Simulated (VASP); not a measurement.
# ZnAu (Pm-3m) in VASP: single point with PBEsol

Aim: the single point of ZnAu with PBEsol.

All numbers are computed with VASP 6.6.1; they aren't measurements. Logs are shortened: lines on timing, memory, paths and dates and some standing lists are left out, and cuts for length are marked.

## 1. The cell of the first run

The structure is cubic, space group Pm-3m (No. 221). The conventional cell has a = 3.172 Å, b = 3.172 Å, c = 3.172 Å, α = 90.00°, β = 90.00°, γ = 90.00°. Zn (site symmetry m-3m) has 8 Au at 2.75 Å and 6 Zn at 3.17 Å within 3.6 Å. Within 3.6 Å of Au (site symmetry m-3m) lie 8 Zn at 2.75 Å and 6 Au at 3.17 Å.

## 2. Single point, PBEsol

File INCAR:

```
  ALGO = Normal
  EDIFF = 1E-7
  ENCUT = 520
  GGA = PS
  ISIF = 2
  ISMEAR = 0
  LASPH = True
  LCHARG = False
  LREAL = False
  LWAVE = False
  NBANDS = 18
  NELM = 100
  PREC = Accurate
  SIGMA = 0.05
```

File KPOINTS:

```
k-points
0
Gamma
  10 10 10
```

File POSCAR:

```
ZnAu
1.0
    3.1716458365      0.0000000000      0.0000000000
    0.0000000000      3.1716458365      0.0000000000
    0.0000000000      0.0000000000      3.1716458365
Zn Au
1 1
Direct
    0.5000000000      0.5000000000      0.5000000000
    0.0000000000      0.0000000000      0.0000000000
```

Potentials or basis: VASP PAW PBE potentials, release 64 (Zn, Au).

Launch:

```console
cat potpaw_PBE.64/Zn/POTCAR potpaw_PBE.64/Au/POTCAR > POTCAR
mpirun -np 1 vasp_std > vasp.out
```

OUTCAR:

```text
EDIFF = 1E-7
   ENCUT = 520
   GGA = PS
   ISIF = 2
   ISMEAR = 0
   LASPH = True
   LREAL = False
   NELM = 100
   PREC = Accurate

 ion  position               nearest neighbor table
   1  0.500  0.500  0.500-   2 2.75   2 2.75   2 2.75   2 2.75   2 2.75   2 2.75   2 2.75   2 2.75

   2  0.000  0.000  0.000-   1 2.75   1 2.75   1 2.75   1 2.75   1 2.75   1 2.75   1 2.75   1 2.75

  LATTYP: Found a simple cubic cell.
 ALAT       =     3.1716458365

  Lattice vectors:

 A1 = (   3.1716458365,   0.0000000000,   0.0000000000)
 A2 = (   0.0000000000,   3.1716458365,   0.0000000000)
 A3 = (   0.0000000000,   0.0000000000,   3.1716458365)

Analysis of symmetry for initial positions (statically):
=====================================================================
 Subroutine PRICEL returns:
 Original cell was already a primitive cell.

 Routine SETGRP: Setting up the symmetry group for a
 simple cubic supercell.

 Subroutine GETGRP returns: Found 48 space group operations
 (whereof 48 operations were pure point group operations)
 out of a pool of 48 trial point group operations.

The static configuration has the point symmetry O_h .

Analysis of symmetry for dynamics (positions and initial velocities):
=====================================================================
 Subroutine PRICEL returns:
 Original cell was already a primitive cell.

 Routine SETGRP: Setting up the symmetry group for a
 simple cubic supercell.

 Subroutine GETGRP returns: Found 48 space group operations
 (whereof 48 operations were pure point group operations)
 out of a pool of 48 trial point group operations.

The dynamic configuration has the point symmetry O_h .

 Subroutine INISYM returns: Found 48 space group operations
 (whereof 48 operations are pure point group operations),
 and found     1 'primitive' translations

----------------------------------------------------------------------------------------

                                     Primitive cell

  volume of cell :      31.9047

  direct lattice vectors                    reciprocal lattice vectors
     3.171645837  0.000000000  0.000000000     0.315293715  0.000000000  0.000000000
     0.000000000  3.171645837  0.000000000     0.000000000  0.315293715  0.000000000
     0.000000000  0.000000000  3.171645837     0.000000000  0.000000000  0.315293715

  length of vectors
     3.171645837  3.171645837  3.171645837     0.315293715  0.315293715  0.315293715

  position of ions in fractional coordinates (direct lattice)
     0.500000000  0.500000000  0.500000000
     0.000000000  0.000000000  0.000000000

  ion indices of the primitive-cell ions
   primitive index   ion index
                 1           1
                 2           2

----------------------------------------------------------------------------------------

 KPOINTS: k-points

Automatic generation of k-mesh.
 Grid dimensions read from file:
 generate k-points for:   10   10   10

 Generating k-lattice:

  Cartesian coordinates                     Fractional coordinates (reciprocal lattice)
     0.031529372  0.000000000  0.000000000     0.100000000  0.000000000  0.000000000
     0.000000000  0.031529372  0.000000000     0.000000000  0.100000000  0.000000000
     0.000000000  0.000000000  0.031529372     0.000000000  0.000000000  0.100000000

  Length of vectors
     0.031529372  0.031529372  0.031529372

  Shift w.r.t. Gamma in fractional coordinates (k-lattice)
     0.000000000  0.000000000  0.000000000

 Subroutine IBZKPT returns following result:
 ===========================================

 Found     56 irreducible k-points:

 Following reciprocal coordinates:
            Coordinates               Weight
  0.000000  0.000000  0.000000      1.000000
  0.100000  0.000000  0.000000      6.000000
  0.200000  0.000000  0.000000      6.000000
  0.300000  0.000000  0.000000      6.000000
  0.400000  0.000000  0.000000      6.000000
  0.500000  0.000000  0.000000      3.000000
[... 16 lines left out ...]
  0.200000  0.100000  0.100000     24.000000
  0.300000  0.100000  0.100000     24.000000
 [... further k-points ...]
   k-points           NKPTS =     56   k-points in BZ     NKDIM =     56   number of bands    NBANDS=     18
   number of dos      NEDOS =    301   number of ions     NIONS =      2
   total plane-waves  NPLWV =  13824
   dimension x,y,z NGX =    24 NGY =   24 NGZ =   24
   dimension x,y,z NGXF=    48 NGYF=   48 NGZF=   48
   ions per type =               1   1
   NGX,Y,Z   is equivalent  to a cutoff of  12.58, 12.58, 12.58 a.u.
   NGXF,Y,Z  is equivalent  to a cutoff of  25.16, 25.16, 25.16 a.u.
 SYSTEM =  unknown system
   PREC   = accura    normal or accurate (medium, high low for compatibility)
   ISTART =      0    job   : 0-new  1-cont  2-samecut
   ICHARG =      2    charge: 1-file 2-atom 10-const
   ISPIN  =      1    spin polarized calculation?
   LNONCOLLINEAR =      F non collinear calculations
   LSORBIT =      F    spin-orbit coupling
   LASPH  =      T    aspherical Exc in radial PAW
   ENCUT  =  520.0 eV  38.22 Ry    6.18 a.u.   5.90  5.90  5.90*2*pi/ulx,y,z
   NELM   =    100;   NELMIN=  2; NELMDL= -5     # of ELM steps
   EDIFF  = 0.1E-06   stopping-criterion for ELM
   LREAL  =      F    real-space projection
   EDIFFG = 0.1E-05   stopping-criterion for IOM
   NSW    =      0    number of steps for IOM
   IBRION =     -1    ionic relax: 0-MD 1-quasi-New 2-CG
   NFREE  =      0    steps in history (QN), initial steepest desc. (CG)
   ISIF   =      2    stress and relaxation
   ISYM   =      2    0-nonsym 1-usesym 2-fastsym
   POTIM  = 0.5000    time-step for ionic-motion
   TEBEG  =    0.0;   TEEND  =   0.0 temperature during run
   PSTRESS=    0.0 pullay stress
   NELECT =      23.0000    total number of electrons
   NUPDOWN=      -1.0000    fix difference up-down
   EMIN   =  10.00;   EMAX   =-10.00  energy-range for DOS
   EFERMI =   0.00;   METHOD = LEGACY
   ISMEAR =     0;   SIGMA  =   0.05  broadening in eV -4-tet -1-fermi 0-gaus
   EFERMI_NEDOS =   21; number of points for ismear=-14 and -15
   IALGO  =     38    algorithm
   IMIX   =      4    mixing-type and parameters
     AMIX     =   0.40;   BMIX     =  1.00
     AMIX_MAG =   1.60;   BMIX_MAG =  1.00
  volume/ion in A,a.u.               =      15.95       107.65
  Fermi-wavevector in a.u.,A,eV,Ry     =   1.467910  2.773948 29.317286  2.154760
  Thomas-Fermi vector in A             =   2.583471
   LORBIT       =      0    0 simple, 1 ext, 2 COOP (PROOUT), +10 PAW based schemes
   GGA     = PS    functional components
   LHFCALC =     F    Hartree Fock is set to
   AEXX    =    0.0000 exact exchange contribution
   IVDW    =     0    specifies the selected vdW correction
   LEPSILON=     F    determine dielectric tensor
   LRPA    =     F    only Hartree local field effects (RPA)
 non-spin polarized calculation
 Gauss-broadening in eV      SIGMA  =   0.05
  energy-cutoff  :      520.00
  volume of cell :       31.90
 maximum number of plane-waves:       912
 NGX is ok and might be reduce to    24
   NGX = 11   NGY = 11   NGZ = 11

 number of electron      23.0000029 magnetization

 Free energy of the ion-electron system (eV)
  ---------------------------------------------------
  ext. energy  EPLUGINS =         0.00000000
  ---------------------------------------------------
  free energy    TOTEN  =        -5.93414887 eV

  energy without entropy =       -5.93340062  energy(sigma->0) =       -5.93377474

 E-fermi :   6.6285     XC(G=0): -12.4028

 val. band max:        6.6191837669   @ k =   0.3000   0.1000   0.1000
 cond. band min:       6.7101138056   @ k =   0.4000   0.3000   0.2000
 fundamental gap:      0.0909300386
 Fermi energy:         6.6285084061

 k-point     1 :       0.0000    0.0000    0.0000
  band No.  band energies     occupation
      1      -3.8187      2.00000
      2      -1.3600      2.00000
      3      -1.3600      2.00000
      4      -0.7123      2.00000
      5      -0.7123      2.00000
      6      -0.7123      2.00000
[... 10 lines left out ...]
     17      18.5805      0.00000
     18      24.8329      0.00000

 k-point     2 :       0.1000    0.0000    0.0000
  band No.  band energies     occupation
      1      -3.6447      2.00000
      2      -1.3237      2.00000
      3      -1.3107      2.00000
      4      -0.7145      2.00000
      5      -0.7145      2.00000
      6      -0.6985      2.00000
[... 10 lines left out ...]
     17      19.4067      0.00000
     18      24.6538      0.00000

 k-point     3 :       0.2000    0.0000    0.0000
  band No.  band energies     occupation
      1      -3.1374      2.00000
      2      -1.2240      2.00000
      3      -1.1834      2.00000
      4      -0.7190      2.00000
      5      -0.7190      2.00000
      6      -0.6619      2.00000
[... 10 lines left out ...]
     17      21.7469      0.00000
     18      23.7589      0.00000

 k-point     4 :       0.3000    0.0000    0.0000
  band No.  band energies     occupation
      1      -2.3515      2.00000
      2      -1.0899      2.00000
      3      -1.0287      2.00000
      4      -0.7218      2.00000
      5      -0.7218      2.00000
      6      -0.6154      2.00000
[... 375 lines left out ...]
      4      -0.7435      2.00000
      5      -0.7435      2.00000
      6      -0.6435      2.00000
[... 10 lines left out ...]
     17      19.4127      0.00000
     18      23.6381      0.00000

 k-point    23 :       0.2000    0.1000    0.1000
  band No.  band energies     occupation
      1      -2.8202      2.00000
      2      -1.1559      2.00000
      3      -1.1149      2.00000
      4      -0.7688      2.00000
      5      -0.7534      2.00000
      6      -0.6182      2.00000
[... 10 lines left out ...]
     17      21.4941      0.00000
     18      21.7158      0.00000

 k-point    24 :       0.3000    0.1000    0.1000
  band No.  band energies     occupation
      1      -2.0963      2.00000
      2      -1.0477      2.00000
      3      -0.9788      2.00000
      4      -0.7646      2.00000
      5      -0.7471      2.00000
      6      -0.6067      2.00000
[... 10 lines left out ...]
     17      19.4268      0.00000
     18      21.1855      0.00000

 [... further k-points ...]
[... 5 lines left out ...]
  --------------------------------------------------------------------------------------
  -------------------------------------------------------------------------------------
  Total       -1.0505352     -1.0505352     -1.0505352      0.0000000     -0.0000000      0.0000000
  in kB      -52.7554267    -52.7554267    -52.7554267      0.0000000     -0.0000000      0.0000000
  external PRESSURE =     -52.7554267 kB  Pullay stress =       0.0000000 kB

 VOLUME and BASIS-vectors are now :
 -----------------------------------------------------------------------------
  energy-cutoff  :      520.00
  volume of cell :       31.90
      direct lattice vectors                 reciprocal lattice vectors
     3.171645837  0.000000000  0.000000000     0.315293715  0.000000000  0.000000000
     0.000000000  3.171645837  0.000000000     0.000000000  0.315293715  0.000000000
     0.000000000  0.000000000  3.171645837     0.000000000  0.000000000  0.315293715

 POSITION                                       TOTAL-FORCE (eV/Angst)
 -----------------------------------------------------------------------------------
      1.58582      1.58582      1.58582         0.000000      0.000000      0.000000
      0.00000      0.00000      0.00000         0.000000      0.000000      0.000000
 -----------------------------------------------------------------------------------
    total drift:                                0.000000      0.000000     -0.000000

  FREE ENERGIE OF THE ION-ELECTRON SYSTEM (eV)
  ---------------------------------------------------
  free  energy   TOTEN  =        -5.9341488654 eV

  energy  without entropy=       -5.9334006154  energy(sigma->0) =       -5.93377474
```

Wall time 14 s (1 thread of Intel Xeon Platinum 8375C at 2.90GHz (Ice Lake), shared host); peak memory 0.16 GiB.

What came out:

- Free energy: -5.9341 eV
- Pressure: -5.3 GPa

Caveat: the PAW data sets were made with another functional, which shifts forces and pressure a little; spin-orbit coupling is left out, which moves the levels of the heavy elements.
